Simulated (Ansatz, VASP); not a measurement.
**One calculation of CsGeF3, two programs**

INCAR

```
PREC = Accurate ; ENCUT = 520
EDIFF = 1E-7 ; ISMEAR = -1
SIGMA = 0.02 ; LREAL = F
LASPH = T ; NELM = 100
ALGO = Normal ; ISIF = 2
LWAVE = F ; LCHARG = F
GGA = PE ; NBANDS = 30
```

Contents of KPOINTS:

```
Automatic mesh
0
Gamma
  6 6 6
```

Contents of POSCAR:

```
CsGeF3
1.0
    4.4965198475      0.0000000000      0.0000000000
    0.0000000000      4.4965198475      0.0000000000
    0.0000000000      0.0000000000      4.4740372483
Cs Ge F
1 1 3
Direct
    0.0000000000      0.0000000000      0.0000000000
    0.5000000000      0.5000000000      0.5000000000
    0.5000000000      0.5000000000      0.0000000000
    0.5000000000      0.0000000000      0.5000000000
    0.0000000000      0.5000000000      0.5000000000
```

Input for Ansatz:

```yaml
crystal:
  lattice:
    - [4.4965198475, 0.0, 0.0]
    - [0.0, 4.4965198475, 0.0]
    - [0.0, 0.0, 4.4740372483]
  atoms:
    - { symbol: Cs, position: [0.0, 0.0, 0.0] }
    - { symbol: Ge, position: [0.5, 0.5, 0.5] }
    - { symbol: F, position: [0.5, 0.5, 0.0] }
    - { symbol: F, position: [0.5, 0.0, 0.5] }
    - { symbol: F, position: [0.0, 0.5, 0.5] }
kpoints:
  mp_grid: { grid: [6, 6, 6] }
  band_path:
    path: [[0.0, 0.0, 0.0], [0.0, 0.5, 0.0], [0.5, 0.5, 0.0], [0.5, 0.5, 0.5]]
    npoints: 1
hamiltonian:
  xc: pbe
scf:
  occupations: { method: fermi_dirac, width: 0.02 }
  n_extra_bands: 5
output:
  forces: true
  stress: true
  eigenvalues: true
```

Change from the starting cell: uniaxial_z strain -0.5%.

Alike in both runs: task single point; functional PBE; k mesh 6 × 6 × 6; occupations fermi-dirac, width 0.02 eV; no spin polarisation.

|  | VASP | Ansatz |
| --- | --- | --- |
| version | VASP 6.6.1 | Ansatz 0.2.0 |
| potentials or method | VASP PAW PBE potentials, release 64 (Cs_sv, Ge_d, F) | plane waves, PAW |
| plane-wave cutoff (eV) | 520 | 420 |
| valence electrons in the cell | 44 | 44 |

|  | VASP | Ansatz | Ansatz less VASP |
| --- | --- | --- | --- |
| gap on the k mesh at the Fermi level (eV) | 1.81 | 1.82 | +0.014 |
| pressure (GPa) | 2.6 | 2.7 | +0.10 |
| traceless stress, the component that is largest in VASP (GPa) | 0.21 | 0.20 | -0.005 |

With one functional, cell and mesh, what is left measures potentials, basis and numerics.

Neither program's run includes spin-orbit coupling.
